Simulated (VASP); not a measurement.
Runs of VASP 6.6.1 on TiNb3B. The structure is that of space group Pm-3m (No. 221), or close to it. The cells are those of the table. 

```tsv
task	spin	cell	k mesh	cutoff (eV)	gap on the mesh (eV)	pressure (GPa)	relaxed volume (Å³/atom)
single point	off	a = 4.394 Å, 5 atoms	8 × 8 × 8	520	none	-0.2	-
relaxation of cell and atoms	off	relaxed from a = 4.394 Å, 5 atoms	8 × 8 × 8	600	none	0.0	(a)
single point	collinear, ferromagnetic start	a = 4.394 Å, 5 atoms	4 × 4 × 4	520	none	0.0	-
relaxation of cell and atoms	off	relaxed from a = 4.190 Å, 5 atoms	4 × 4 × 4	600	none	-0.2	16.99
single point	off	a = 4.394 Å, 5 atoms	4 × 4 × 4	520	none	0.0	-
```

Alike in all rows: level PBE; potentials or basis VASP PAW PBE potentials, release 64 (Ti_sv, Nb_sv, B); smearing gaussian 0.1 eV.

Question: Fill in the values left out.

Answer: (a) 16.94.

Caveats: some runs use coarse meshes; the volume moved by over 15 % at a fixed basis, so the end points are rough (some runs).

A k mesh can miss the band edges, and the runs leave out spin-orbit coupling on Nb.

A gap of «none» marks levels without a gap at the run's occupations.
